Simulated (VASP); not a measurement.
KCl:

```xyz
2
Lattice="3.7873 0.0000 0.0000 0.0000 3.7873 0.0000 0.0000 0.0000 3.7873" Properties=species:S:1:pos:R:3 pbc="T T T"
K     0.0000    0.0000    0.0000
Cl    1.8937    1.8937    1.8937
```

Base run:

| Quantity | Value |
| --- | --- |
| Program | VASP 6.6.1 |
| Functional | HSE06 |
| Potentials or basis | VASP PAW PBE potentials, release 64 (K_sv, Cl) |
| Cutoff | 520 eV |
| k mesh | 4 × 4 × 4 |
| Occupations | fermi-dirac, width 0.05 eV |
| Spin | no spin polarisation |

Its results: band gap on the k mesh 6.30 eV (least direct gap 6.53 eV); pressure 0.4 GPa.

**Question.** The run is repeated on the same cell with these changes: functional from HSE06 to PBE0. What comes out?

**Answer.** Band gap on the k mesh 7.05 eV (least direct gap 7.28 eV); pressure 0.3 GPa.

Caveats: the PAW data sets were made with another functional, which shifts forces and pressure a little.

A k mesh can miss the band edges.
